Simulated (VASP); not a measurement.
Here is a VASP 6.6.1 calculation.

POSCAR

```
Sn
1.0
   -2.1230034024      2.1230034024      1.5009634055
    2.1230034024     -2.1230034024      1.5009634055
    2.1230034024      2.1230034024     -1.5009634055
Sn
1
Direct
    0.0000000000      0.0000000000      0.0000000000
```

Contents of INCAR.step1:

```
PREC     = Accurate       # precision mode
ENCUT    = 520            # plane-wave cutoff, eV
ISMEAR   = 0              # smearing method
SIGMA    = 0.15           # smearing width, eV
LREAL    = False          # projectors in reciprocal space
LASPH    = True           # aspherical terms in the spheres
NELM     = 60             # most SCF steps
NBANDS   = 13             # bands
GGA      = PE             # functional
ALGO     = Normal         # electronic algorithm
EDIFF    = 1E-4           # SCF threshold, eV
LWAVE    = True           # write WAVECAR
LCHARG   = False          # write CHGCAR
```

File INCAR.step2:

```
PREC     = Accurate       # precision mode
ENCUT    = 520            # plane-wave cutoff, eV
EDIFF    = 1E-7           # SCF threshold, eV
ISMEAR   = 0              # smearing method
SIGMA    = 0.15           # smearing width, eV
LREAL    = False          # projectors in reciprocal space
LASPH    = True           # aspherical terms in the spheres
NELM     = 60             # most SCF steps
ALGO     = Normal         # electronic algorithm
ISIF     = 2              # what is computed and relaxed
LWAVE    = False          # write WAVECAR
LCHARG   = False          # write CHGCAR
METAGGA  = R2SCAN         # meta-GGA
LMIXTAU  = True         
NBANDS   = 13             # bands
ISTART   = 1
```

KPOINTS

```
Automatic mesh
0
Gamma
  24 24 24
```

Potentials or basis: VASP PAW PBE potentials, release 64 (Sn_d).

The run is started by

```sh
$ cat potpaw_PBE.64/Sn_d/POTCAR > POTCAR
$ cp INCAR.step1 INCAR
$ mpirun -np 1 vasp_std > vasp.out
$ cp INCAR.step2 INCAR
$ mpirun -np 1 vasp_std > vasp.out
```

**Question.** Predict the pressure.

**Answer.** 2.4 GPa.

**Question.** Estimate the band gap on the k mesh.

**Answer.** Zero (bands 7 and 8 overlap by 8.57 eV).

Stress tensor (GPa, compression positive):
```
-0.01  0.00  0.00
 0.00 -0.01  0.00
 0.00  0.00  7.12
```

Caveat: the stress differs along the axes, from -0 to 7 GPa; the PAW data sets were made with another functional, which shifts forces and pressure a little; spin-orbit coupling is left out, which moves the levels of the heavy elements.
